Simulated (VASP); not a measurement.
A run of VASP 6.6.1 is set up as follows.

INCAR

```
SYSTEM = Ru
PREC = Accurate
ENCUT = 520
EDIFF = 1E-6
ISMEAR = -1
SIGMA = 0.05
LREAL = .FALSE.
LASPH = .TRUE.
NELM = 80
ALGO = Normal
ISIF = 2
LWAVE = .FALSE.
LCHARG = .FALSE.
GGA = PS
IVDW = 13
NBANDS = 21
```

Contents of KPOINTS:

```
regular mesh
0
G
  11 11 6
  0 0 0
```

File POSCAR:

```
Ru
1.0
    2.6799209674      0.0000000000      0.0000000000
   -1.3399604837      2.3208796379      0.0000000000
    0.0000000000      0.0000000000      4.2418875111
Ru
2
Direct
    0.6666666667      0.3333333333      0.7500000000
    0.3333333333      0.6666666667      0.2500000000
```

Potentials or basis: VASP PAW PBE potentials, release 64 (Ru_pv).

Command:

```bash
$ cat potpaw_PBE.64/Ru_pv/POTCAR > POTCAR
$ mpirun -np 1 vasp_std > vasp.out
```

(1) What does it give for the pressure?

(2) Predict the band gap on the k mesh.

(3) What does it give for the dispersion energy per atom?

## Answers

(1) 0.0 GPa.

(2) zero (band 14 reaches 14.81 eV, above the bottom of band 15 at 11.59 eV).

(3) -0.313 eV.

Caveat: the PAW data sets were made with another functional, which shifts forces and pressure a little; pairwise dispersion overbinds metals, which lowers pressure and volume.
